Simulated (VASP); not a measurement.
Si2B2C, 10 atoms in the cell. Symmetry: P6_3/mmc, No. 194, hexagonal system. Conventional cell: a = 3.235 Å, b = 3.235 Å, c = 11.951 Å, α = 90.00°, β = 90.00°, γ = 120.00°. Si (site symmetry 3m) has 4 B at 1.88 to 1.92 Å and 3 Si at 2.36 Å within 2.5 Å. Within 2.5 Å of B (site symmetry 3m) lie 4 Si at 1.88 to 1.92 Å. Within 3.4 Å of C (site symmetry -6m2) lie 6 B at 2.61 Å and 6 Si at 2.94 Å and 6 C at 3.24 Å. 

```yaml
Program: VASP 6.6.1
Task: single point
Functional: PBE
Potentials_or_basis: VASP PAW PBE potentials, release 64 (Si, B, C)
Cutoff: 520 eV
k_mesh: 6 × 6 × 2
Occupations: gaussian, width 0.1 eV
Spin: no spin polarisation
Dipole_correction: no
Further_INCAR_settings: ALGO = Normal; EDIFF = 1e-06; NBANDS = 29
```

Potentials or basis: VASP PAW PBE potentials, release 64 (Si, B, C).

Command:

```bash
$ cat potpaw_PBE.64/Si/POTCAR potpaw_PBE.64/B/POTCAR potpaw_PBE.64/C/POTCAR > POTCAR
$ mpirun -np 1 vasp_std > vasp.out
```

Hardware: 1 thread of Intel(R) Xeon(R) 6975P-C (Granite Rapids) (shared host).

Estimate the wall time of this run.

Run time: 21 s on 1 thread of Intel(R) Xeon(R) 6975P-C (Granite Rapids), with other jobs on the host, peak memory 0.22 GiB. Counts: scf iterations 15, k points 14.
